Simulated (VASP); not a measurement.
# ZnAu (P4/mmm) in VASP: further runs

The runs below take ZnAu through single point, with r2SCAN.

Everything below comes from runs of VASP 6.6.1. Logs are shortened: lines on timing, memory, paths and dates and some standing lists are left out, and cuts for length are marked.

## Step 1: The cell of the first run

It takes space group P4/mmm (No. 123, tetragonal). Conventional cell: a = 3.149 Å, b = 3.149 Å, c = 3.196 Å, α = 90.00°, β = 90.00°, γ = 90.00°. Zn (site symmetry 4/mmm) has 8 Au at 2.74 Å and 6 Zn at 3.15 to 3.20 Å within 3.6 Å. Au (site symmetry 4/mmm) has 8 Zn at 2.74 Å and 6 Au at 3.15 to 3.20 Å within 3.6 Å.

## Step 2: Single point, r2SCAN (strain along c alone, the other axes held: +1.5 %)

POSCAR

```
ZnAu
1.0
    3.1485066216      0.0000000000      0.0000000000
    0.0000000000      3.1485066216      0.0000000000
    0.0000000000      0.0000000000      3.1957342209
Zn Au
1 1
Direct
    0.5000000000      0.5000000000      0.5000000000
    0.0000000000      0.0000000000      0.0000000000
```

INCAR.step1

```
SYSTEM = ZnAu
PREC = Accurate
ENCUT = 520
ISMEAR = 0
SIGMA = 0.1
LREAL = .False.
LASPH = .True.
NELM = 100
NBANDS = 18
GGA = PE
ALGO = Normal
EDIFF = 1E-4
LWAVE = .True.
LCHARG = .False.
```

INCAR.step2

```
SYSTEM = ZnAu
PREC = Accurate
ENCUT = 520
EDIFF = 1E-6
ISMEAR = 0
SIGMA = 0.1
LREAL = .False.
LASPH = .True.
NELM = 100
ALGO = Normal
ISIF = 2
LWAVE = .False.
LCHARG = .False.
METAGGA = R2SCAN
LMIXTAU = .True.
NBANDS = 18
ISTART = 1
```

KPOINTS

```
Automatic mesh
0
Gamma
  16 16 16
  0 0 0
```

Potentials or basis: VASP PAW PBE potentials, release 64 (Zn, Au).

The run is started by

```sh
$ cat potpaw_PBE.64/Zn/POTCAR potpaw_PBE.64/Au/POTCAR > POTCAR
$ cp INCAR.step1 INCAR
$ mpirun -np 1 vasp_std > vasp.out
$ cp INCAR.step2 INCAR
$ mpirun -np 1 vasp_std > vasp.out
```

OUTCAR:

```text
SYSTEM = ZnAu
   PREC = Accurate
   ENCUT = 520
   EDIFF = 1E-6
   ISMEAR = 0
   LREAL = .False.
   LASPH = .True.
   NELM = 100
   ISIF = 2
   METAGGA = R2SCAN
   ISTART = 1

 ion  position               nearest neighbor table
   1  0.500  0.500  0.500-   2 2.74   2 2.74   2 2.74   2 2.74   2 2.74   2 2.74   2 2.74   2 2.74

   2  0.000  0.000  0.000-   1 2.74   1 2.74   1 2.74   1 2.74   1 2.74   1 2.74   1 2.74   1 2.74

  LATTYP: Found a simple tetragonal cell.
 ALAT       =     3.1485066216
 C/A-ratio  =     1.0150000000

  Lattice vectors:

 A1 = (   3.1485066216,   0.0000000000,   0.0000000000)
 A2 = (   0.0000000000,   3.1485066216,   0.0000000000)
 A3 = (   0.0000000000,   0.0000000000,   3.1957342209)

Analysis of symmetry for initial positions (statically):
=====================================================================
 Subroutine PRICEL returns:
 Original cell was already a primitive cell.

 Routine SETGRP: Setting up the symmetry group for a
 simple tetragonal supercell.

 Subroutine GETGRP returns: Found 16 space group operations
 (whereof 16 operations were pure point group operations)
 out of a pool of 16 trial point group operations.

The static configuration has the point symmetry D_4h.

Analysis of symmetry for dynamics (positions and initial velocities):
=====================================================================
 Subroutine PRICEL returns:
 Original cell was already a primitive cell.

 Routine SETGRP: Setting up the symmetry group for a
 simple tetragonal supercell.

 Subroutine GETGRP returns: Found 16 space group operations
 (whereof 16 operations were pure point group operations)
 out of a pool of 16 trial point group operations.

The dynamic configuration has the point symmetry D_4h.

 Subroutine INISYM returns: Found 16 space group operations
 (whereof 16 operations are pure point group operations),
 and found     1 'primitive' translations

----------------------------------------------------------------------------------------

                                     Primitive cell

  volume of cell :      31.6796

  direct lattice vectors                    reciprocal lattice vectors
     3.148506622  0.000000000  0.000000000     0.317610893  0.000000000  0.000000000
     0.000000000  3.148506622  0.000000000     0.000000000  0.317610893  0.000000000
     0.000000000  0.000000000  3.195734221     0.000000000  0.000000000  0.312917136

  length of vectors
     3.148506622  3.148506622  3.195734221     0.317610893  0.317610893  0.312917136

  position of ions in fractional coordinates (direct lattice)
     0.500000000  0.500000000  0.500000000
     0.000000000  0.000000000  0.000000000
[... 79 lines left out ...]
   EDIFFG = 0.1E-04   stopping-criterion for IOM
   NSW    =      0    number of steps for IOM
   IBRION =     -1    ionic relax: 0-MD 1-quasi-New 2-CG
   NFREE  =      0    steps in history (QN), initial steepest desc. (CG)
   ISIF   =      2    stress and relaxation
   ISYM   =      2    0-nonsym 1-usesym 2-fastsym
   POTIM  = 0.5000    time-step for ionic-motion
   TEBEG  =    0.0;   TEEND  =   0.0 temperature during run
   PSTRESS=    0.0 pullay stress
   NELECT =      23.0000    total number of electrons
   NUPDOWN=      -1.0000    fix difference up-down
   EMIN   =  10.00;   EMAX   =-10.00  energy-range for DOS
   EFERMI =   0.00;   METHOD = LEGACY
   ISMEAR =     0;   SIGMA  =   0.10  broadening in eV -4-tet -1-fermi 0-gaus
   EFERMI_NEDOS =   21; number of points for ismear=-14 and -15
   IALGO  =     38    algorithm
   IMIX   =      4    mixing-type and parameters
     AMIX     =   0.40;   BMIX     =  1.00
     AMIX_MAG =   1.60;   BMIX_MAG =  1.00
  volume/ion in A,a.u.               =      15.84       106.89
  Fermi-wavevector in a.u.,A,eV,Ry     =   1.471378  2.780501 29.455962  2.164952
  Thomas-Fermi vector in A             =   2.586521
   LORBIT       =      0    0 simple, 1 ext, 2 COOP (PROOUT), +10 PAW based schemes
   METAGGA = R2SCAN    functional components
   LHFCALC =     F    Hartree Fock is set to
   AEXX    =    0.0000 exact exchange contribution
   IVDW    =     0    specifies the selected vdW correction
   LEPSILON=     F    determine dielectric tensor
   LRPA    =     F    only Hartree local field effects (RPA)
 non-spin polarized calculation
 Gauss-broadening in eV      SIGMA  =   0.10
  energy-cutoff  :      520.00
  volume of cell :       31.68
 maximum number of plane-waves:       884
 NGX is ok and might be reduce to    24
   NGX = 11   NGY = 11   NGZ = 11

 number of electron      23.0000018 magnetization

 Free energy of the ion-electron system (eV)
  ---------------------------------------------------
  ext. energy  EPLUGINS =         0.00000000
  ---------------------------------------------------
  free energy    TOTEN  =       -59.93659752 eV

  energy without entropy =      -59.93439826  energy(sigma->0) =      -59.93549789

 E-fermi :   6.7688     XC(G=0): -13.3171

 val. band max:        6.7486149990   @ k =   0.4375   0.1875   0.4375
 cond. band min:       6.7701962470   @ k =   0.3125   0.1250   0.3750
 fundamental gap:      0.0215812480
 Fermi energy:         6.7688466157

 k-point     1 :       0.0000    0.0000    0.0000
  band No.  band energies     occupation
      1      -4.0805      2.00000
      2      -1.6429      2.00000
      3      -1.6426      2.00000
      4      -0.9815      2.00000
      5      -0.9815      2.00000
      6      -0.9569      2.00000
[... 481 lines left out ...]
      5      -0.9136      2.00000
      6      -0.3374      2.00000
[... 10 lines left out ...]
     17      18.4090      0.00000
     18      21.3779      0.00000

 [... further k-points ...]

------------------------ aborting loop because EDIFF is reached ----------------------------------------

  FORCE on cell =-STRESS in cart. coord.  units (eV):
  Direction    XX          YY          ZZ          XY          YZ          ZX
  --------------------------------------------------------------------------------------
  -------------------------------------------------------------------------------------
  Total       -0.3196927     -0.3196927     -0.3318505      0.0000000      0.0000000      0.0000000
  in kB      -16.1682634    -16.1682634    -16.7831381      0.0000000      0.0000000      0.0000000
  external PRESSURE =     -16.3732216 kB  Pullay stress =       0.0000000 kB

 VOLUME and BASIS-vectors are now :
 -----------------------------------------------------------------------------
  energy-cutoff  :      520.00
  volume of cell :       31.68
      direct lattice vectors                 reciprocal lattice vectors
     3.148506622  0.000000000  0.000000000     0.317610893  0.000000000  0.000000000
     0.000000000  3.148506622  0.000000000     0.000000000  0.317610893  0.000000000
     0.000000000  0.000000000  3.195734221     0.000000000  0.000000000  0.312917136

 POSITION                                       TOTAL-FORCE (eV/Angst)
 -----------------------------------------------------------------------------------
      1.57425      1.57425      1.59787         0.000000      0.000000      0.000000
      0.00000      0.00000      0.00000         0.000000      0.000000      0.000000
 -----------------------------------------------------------------------------------
    total drift:                                0.000000      0.000000     -0.000000

  FREE ENERGIE OF THE ION-ELECTRON SYSTEM (eV)
  ---------------------------------------------------
  free  energy   TOTEN  =       -59.9365975244 eV

  energy  without entropy=      -59.9343982617  energy(sigma->0) =      -59.93549789
```

OSZICAR.step1:

```text
N       E                     dE             d eps       ncg     rms          rms(c)
DAV:   1     0.131850495100E+03    0.13185E+03   -0.11490E+04 15122   0.165E+03
DAV:   2     0.356375295189E+00   -0.13149E+03   -0.12546E+03 14822   0.315E+02
DAV:   3    -0.514543828112E+01   -0.55018E+01   -0.54567E+01 16184   0.692E+01
DAV:   4    -0.519459473171E+01   -0.49156E-01   -0.49138E-01 15694   0.578E+00
DAV:   5    -0.519512471295E+01   -0.52998E-03   -0.52997E-03 15810   0.649E-01    0.816E+00
DAV:   6    -0.477876838388E+01    0.41636E+00   -0.11999E+00 15592   0.120E+01    0.521E+00
DAV:   7    -0.475398471045E+01    0.24784E-01   -0.29927E-02 19564   0.352E+00    0.279E+00
DAV:   8    -0.474602675136E+01    0.79580E-02   -0.97389E-03 15066   0.101E+00    0.156E-01
DAV:   9    -0.474603060899E+01   -0.38576E-05   -0.29177E-04 14242   0.275E-01
   1 F= -.47460306E+01 E0= -.47448923E+01  d E =-.227661E-02
```

Wall time 8.1 min (1 thread of Intel Xeon 8259CL, shared host); peak memory 0.35 GiB.

What came out:

- Free energy: -59.9366 eV
- Pressure: -1.6 GPa
- Band gap on the k mesh: zero (an odd number of electrons rules out a gap without spin polarisation)

Caveat: the cell differs from its parent crystal (strain along c alone, the other axes held: +1.5 %); the PAW data sets were made with another functional, which shifts forces and pressure a little; spin-orbit coupling is left out, which moves the levels of the heavy elements.

## Step 3: Single point, r2SCAN (strain along c alone, the other axes held: +3.0 %)

Changes to POSCAR since step 2:

```diff
@@ -4,3 +4,3 @@
     0.0000000000      3.1485066216      0.0000000000
-    0.0000000000      0.0000000000      3.1957342209
+    0.0000000000      0.0000000000      3.2429618202
 Zn Au
```

INCAR.step1

```
ALGO     = Normal         # electronic algorithm
EDIFF    = 1E-4           # SCF threshold, eV
ENCUT    = 520            # plane-wave cutoff, eV
GGA      = PE             # functional
ISMEAR   = 0              # smearing method
LASPH    = True           # aspherical terms in the spheres
LCHARG   = False          # write CHGCAR
LREAL    = False          # projectors in reciprocal space
LWAVE    = True           # write WAVECAR
NBANDS   = 18             # bands
NELM     = 80             # most SCF steps
PREC     = Accurate       # precision mode
SIGMA    = 0.1            # smearing width, eV
```

INCAR.step2

```
ALGO     = Normal         # electronic algorithm
EDIFF    = 1E-6           # SCF threshold, eV
ENCUT    = 520            # plane-wave cutoff, eV
ISIF     = 2              # what is computed and relaxed
ISMEAR   = 0              # smearing method
ISTART   = 1            
LASPH    = True           # aspherical terms in the spheres
LCHARG   = False          # write CHGCAR
LMIXTAU  = True         
LREAL    = False          # projectors in reciprocal space
LWAVE    = False          # write WAVECAR
METAGGA  = R2SCAN         # meta-GGA
NBANDS   = 18             # bands
NELM     = 80             # most SCF steps
PREC     = Accurate       # precision mode
SIGMA    = 0.1            # smearing width, eV
```

KPOINTS

```
k-points
0
Gamma
  16 16 16
```

Potentials or basis: VASP PAW PBE potentials, release 64 (Zn, Au).

The run is started by

```sh
$ cat potpaw_PBE.64/Zn/POTCAR potpaw_PBE.64/Au/POTCAR > POTCAR
$ cp INCAR.step1 INCAR
$ mpirun -np 1 vasp_std > vasp.out
$ cp INCAR.step2 INCAR
$ mpirun -np 1 vasp_std > vasp.out
```

OUTCAR:

```text
EDIFF = 1E-6
   ENCUT = 520
   ISIF = 2
   ISMEAR = 0
   ISTART = 1
   LASPH = True
   LREAL = False
   METAGGA = R2SCAN
   NELM = 80
   PREC = Accurate

 ion  position               nearest neighbor table
   1  0.500  0.500  0.500-   2 2.75   2 2.75   2 2.75   2 2.75   2 2.75   2 2.75   2 2.75   2 2.75

   2  0.000  0.000  0.000-   1 2.75   1 2.75   1 2.75   1 2.75   1 2.75   1 2.75   1 2.75   1 2.75

  LATTYP: Found a simple tetragonal cell.
 ALAT       =     3.1485066216
 C/A-ratio  =     1.0300000000

  Lattice vectors:

 A1 = (   3.1485066216,   0.0000000000,   0.0000000000)
 A2 = (   0.0000000000,   3.1485066216,   0.0000000000)
 A3 = (   0.0000000000,   0.0000000000,   3.2429618202)

Analysis of symmetry for initial positions (statically):
=====================================================================
 Subroutine PRICEL returns:
 Original cell was already a primitive cell.

 Routine SETGRP: Setting up the symmetry group for a
 simple tetragonal supercell.

 Subroutine GETGRP returns: Found 16 space group operations
 (whereof 16 operations were pure point group operations)
 out of a pool of 16 trial point group operations.

The static configuration has the point symmetry D_4h.

Analysis of symmetry for dynamics (positions and initial velocities):
=====================================================================
 Subroutine PRICEL returns:
 Original cell was already a primitive cell.

 Routine SETGRP: Setting up the symmetry group for a
 simple tetragonal supercell.

 Subroutine GETGRP returns: Found 16 space group operations
 (whereof 16 operations were pure point group operations)
 out of a pool of 16 trial point group operations.

The dynamic configuration has the point symmetry D_4h.

[... 111 lines left out ...]
   EMIN   =  10.00;   EMAX   =-10.00  energy-range for DOS
   EFERMI =   0.00;   METHOD = LEGACY
   ISMEAR =     0;   SIGMA  =   0.10  broadening in eV -4-tet -1-fermi 0-gaus
   EFERMI_NEDOS =   21; number of points for ismear=-14 and -15
   IALGO  =     38    algorithm
   IMIX   =      4    mixing-type and parameters
     AMIX     =   0.40;   BMIX     =  1.00
     AMIX_MAG =   1.60;   BMIX_MAG =  1.00
  volume/ion in A,a.u.               =      16.07       108.47
  Fermi-wavevector in a.u.,A,eV,Ry     =   1.464200  2.766937 29.169283  2.143882
  Thomas-Fermi vector in A             =   2.580204
   LORBIT       =      0    0 simple, 1 ext, 2 COOP (PROOUT), +10 PAW based schemes
   METAGGA = R2SCAN    functional components
   LHFCALC =     F    Hartree Fock is set to
   AEXX    =    0.0000 exact exchange contribution
   IVDW    =     0    specifies the selected vdW correction
   LEPSILON=     F    determine dielectric tensor
   LRPA    =     F    only Hartree local field effects (RPA)
 non-spin polarized calculation
 Gauss-broadening in eV      SIGMA  =   0.10
  energy-cutoff  :      520.00
  volume of cell :       32.15
 maximum number of plane-waves:       888
 NGX is ok and might be reduce to    24
   NGX = 11   NGY = 11   NGZ = 13

 number of electron      23.0000011 magnetization

 Free energy of the ion-electron system (eV)
  ---------------------------------------------------
  ext. energy  EPLUGINS =         0.00000000
  ---------------------------------------------------
  free energy    TOTEN  =       -59.92900125 eV

  energy without entropy =      -59.92695314  energy(sigma->0) =      -59.92797719

 E-fermi :   6.5776     XC(G=0): -13.2187

 val. band max:        6.5735196750   @ k =   0.4375   0.1875   0.4375
 cond. band min:       6.6327886604   @ k =   0.4375   0.2500   0.3125
 fundamental gap:      0.0592689853
 Fermi energy:         6.5776318870

 k-point     1 :       0.0000    0.0000    0.0000
  band No.  band energies     occupation
      1      -4.1157      2.00000
      2      -1.7509      2.00000
      3      -1.7504      2.00000
      4      -1.1308      2.00000
      5      -1.1308      2.00000
      6      -1.0849      2.00000
[... 481 lines left out ...]
      5      -1.0663      2.00000
      6      -0.4108      2.00000
[... 10 lines left out ...]
     17      17.8788      0.00000
     18      20.8721      0.00000

 [... further k-points ...]

------------------------ aborting loop because EDIFF is reached ----------------------------------------

  FORCE on cell =-STRESS in cart. coord.  units (eV):
  Direction    XX          YY          ZZ          XY          YZ          ZX
  --------------------------------------------------------------------------------------
  -------------------------------------------------------------------------------------
  Total       -0.6744490     -0.6744490     -0.7005807      0.0000000      0.0000000      0.0000000
  in kB      -33.6131047    -33.6131047    -34.9154564      0.0000000      0.0000000      0.0000000
  external PRESSURE =     -34.0472220 kB  Pullay stress =       0.0000000 kB

 VOLUME and BASIS-vectors are now :
 -----------------------------------------------------------------------------
  energy-cutoff  :      520.00
  volume of cell :       32.15
      direct lattice vectors                 reciprocal lattice vectors
     3.148506622  0.000000000  0.000000000     0.317610893  0.000000000  0.000000000
     0.000000000  3.148506622  0.000000000     0.000000000  0.317610893  0.000000000
     0.000000000  0.000000000  3.242961820     0.000000000  0.000000000  0.308360090

 POSITION                                       TOTAL-FORCE (eV/Angst)
 -----------------------------------------------------------------------------------
      1.57425      1.57425      1.62148         0.000000      0.000000      0.000000
      0.00000      0.00000      0.00000         0.000000      0.000000      0.000000
 -----------------------------------------------------------------------------------
    total drift:                                0.000000      0.000000     -0.000000

  FREE ENERGIE OF THE ION-ELECTRON SYSTEM (eV)
  ---------------------------------------------------
  free  energy   TOTEN  =       -59.9290012470 eV

  energy  without entropy=      -59.9269531419  energy(sigma->0) =      -59.92797719
```

OUTCAR.step1:

```text
EDIFF = 1E-4
   ENCUT = 520
   GGA = PE
   ISMEAR = 0
   LASPH = True
[... 727 lines left out ...]
 -----------------------------------------------------------------------------------
      1.57425      1.57425      1.62148         0.000000      0.000000      0.000000
      0.00000      0.00000      0.00000         0.000000      0.000000      0.000000
 -----------------------------------------------------------------------------------
    total drift:                                0.000000      0.000000     -0.000000

  FREE ENERGIE OF THE ION-ELECTRON SYSTEM (eV)
  ---------------------------------------------------
  free  energy   TOTEN  =        -4.7510484505 eV

  energy  without entropy=       -4.7489880851  energy(sigma->0) =       -4.75001827
```

OSZICAR.step1:

```text
N       E                     dE             d eps       ncg     rms          rms(c)
DAV:   1     0.130975675266E+03    0.13098E+03   -0.11417E+04 15044   0.164E+03
DAV:   2     0.321959851665E+00   -0.13065E+03   -0.12438E+03 14800   0.313E+02
DAV:   3    -0.514415993339E+01   -0.54661E+01   -0.54193E+01 16098   0.690E+01
DAV:   4    -0.519246576149E+01   -0.48306E-01   -0.48289E-01 15966   0.573E+00
DAV:   5    -0.519298256289E+01   -0.51680E-03   -0.51679E-03 15532   0.637E-01    0.785E+00
DAV:   6    -0.478287534348E+01    0.41011E+00   -0.12026E+00 15580   0.120E+01    0.506E+00
DAV:   7    -0.475894334442E+01    0.23932E-01   -0.28697E-02 19490   0.342E+00    0.273E+00
DAV:   8    -0.475103899391E+01    0.79044E-02   -0.99144E-03 15102   0.101E+00    0.159E-01
DAV:   9    -0.475104845048E+01   -0.94566E-05   -0.31737E-04 14386   0.261E-01
   1 F= -.47510485E+01 E0= -.47500183E+01  d E =-.206037E-02
```

Run time: 8.1 min. Hardware: 1 thread of Intel Xeon 8259CL, shared host; peak memory 0.35 GiB.

What came out:

| Quantity | Value |
| --- | --- |
| Free energy | -59.9290 eV |
| Pressure | -3.4 GPa |
| Band gap on the k mesh | zero (an odd number of electrons rules out a gap without spin polarisation) |

Levels at points of the mesh, in eV from the Fermi level:
| k point | band 8 | band 9 | band 10 | band 11 | band 12 | band 13 | band 14 | band 15 | band 16 | band 17 |
| --- | --- | --- | --- | --- | --- | --- | --- | --- | --- | --- |
| (0.00, 0.00, 0.00) | -5.55 | -3.93 | -3.93 | -3.87 | 4.66 | 5.57 | 5.57 | 9.00 | 12.25 | 12.52 |
| (0.50, 0.00, 0.00) | -5.37 | -5.17 | -5.00 | -4.07 | -2.39 | 10.59 | 10.84 | 11.20 | 11.77 | 11.88 |
| (0.50, 0.50, 0.00) | -4.33 | -4.33 | -3.25 | -1.77 | -1.77 | 0.97 | 2.75 | 10.48 | 12.87 | 12.87 |
| (0.00, 0.00, 0.50) | -5.65 | -4.97 | -4.97 | -4.00 | -2.78 | 10.88 | 11.52 | 11.52 | 11.64 | 11.64 |
| (0.50, 0.00, 0.50) | -4.28 | -4.22 | -3.38 | -1.96 | -1.90 | 0.63 | 2.51 | 11.13 | 13.46 | 13.47 |
| (0.50, 0.50, 0.50) | -6.51 | -3.36 | -3.21 | 1.72 | 3.60 | 3.82 | 3.82 | 3.94 | 5.95 | 5.95 |

Caveat: the cell differs from its parent crystal (strain along c alone, the other axes held: +3.0 %); the cell stands under tension; the PAW data sets were made with another functional, which shifts forces and pressure a little; spin-orbit coupling is left out, which moves the levels of the heavy elements.

(Continued in part 2 of 2.)
